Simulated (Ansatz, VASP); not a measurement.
# Ta in VASP and in Ansatz

```
Ta
1.0
    -1.61976    1.61976    1.61976
     1.61976   -1.61976    1.61976
     1.61976    1.61976   -1.61976
Ta
1
Direct
  0.00000 0.00000 0.00000
```

Change from the starting cell: volume scaled by 0.94, PAW files.

Alike in both runs: task single point; functional r2SCAN; k mesh 16 × 16 × 16; occupations fermi-dirac, width 0.1 eV; no spin polarisation.

|  | VASP | Ansatz |
| --- | --- | --- |
| version | VASP 6.6.1 | Ansatz 0.2.0 |
| potentials or method | VASP PAW PBE potentials, release 64 (Ta_pv) | PAW with Ansatz's default frozen-core files, scalar-relativistic |
| plane-wave cutoff (eV) | 520 | 500 |
| valence electrons in the cell | 11 | 13 |

Ansatz gave:

| Item | Value |
| --- | --- |
| pressure (GPa) | 13.9 |

Question: Estimate VASP's values.

Answer: Pressure (GPa): 14.8.

VASP's potentials were made for PBE, not for r2SCAN. VASP's potentials hold 11 valence electrons a cell and Ansatz's 13, so a difference there can come from the potentials and not from the codes.

Spin-orbit coupling is off throughout.
